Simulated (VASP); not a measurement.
Here is a VASP 6.6.1 calculation.

INCAR

```
SYSTEM = Ti12H
PREC = Accurate
ENCUT = 520
EDIFF = 1E-6
ISMEAR = 0
SIGMA = 0.1
LREAL = .FALSE.
LASPH = .TRUE.
NELM = 80
ALGO = Normal
ISIF = 2
LWAVE = .FALSE.
LCHARG = .FALSE.
GGA = PS
NBANDS = 84
```

The input KPOINTS:

```
regular mesh
0
G
  4 3 5
  0 0 0
```

POSCAR

```
Ti12H
1.0
    5.9000000000      0.0000000000      0.0000000000
   -4.4250000000      7.6643250000      0.0000000000
    0.0000000000      0.0000000000      4.6846000000
Ti H
12 1
Direct
    0.0003509916      0.0008332451      0.0044924685
    0.1643290050      0.2203274634      0.5008642225
    0.0029980669      0.3309959280      0.0011732735
    0.1757232299      0.5589044734      0.4999363514
    0.0024618525      0.6704437792     -0.0011357176
    0.1682128949      0.8904998688      0.4993101535
    0.4980430949     -0.0011552033      0.0019157806
    0.6631423485      0.2181992312      0.5017845653
    0.4916802791      0.3307003956      0.0008751165
    0.6629471124      0.5583158998      0.5004355100
    0.5017736948      0.6691016716      0.0007167219
    0.6654889956      0.8884068242      0.4970560082
    0.8319539338      0.4451703229      0.7518869457
```

Potentials or basis: VASP PAW PBE potentials, release 64 (Ti_sv, H).

Run with:

```sh
$ cat potpaw_PBE.64/Ti_sv/POTCAR potpaw_PBE.64/H/POTCAR > POTCAR
$ mpirun -np 1 vasp_std > vasp.out
```

Q: Estimate the pressure.

A: -5.3 GPa.

Q: Estimate the largest force.

A: 0.036 eV/Å.

Forces in eV/Å, atoms in the order of the input:
```
Ti  -0.006 -0.007  0.020
Ti  -0.002  0.003 -0.005
Ti   0.003 -0.003  0.003
Ti  -0.014  0.000  0.003
Ti  -0.003  0.020  0.011
Ti  -0.014 -0.015 -0.015
Ti   0.007  0.005  0.012
Ti   0.003  0.018  0.006
Ti  -0.027 -0.018  0.015
Ti   0.003  0.009 -0.012
Ti   0.009 -0.006 -0.001
Ti   0.017  0.008 -0.019
H    0.023 -0.014 -0.018
```

Caveat: the PAW data sets were made with another functional, which shifts forces and pressure a little.
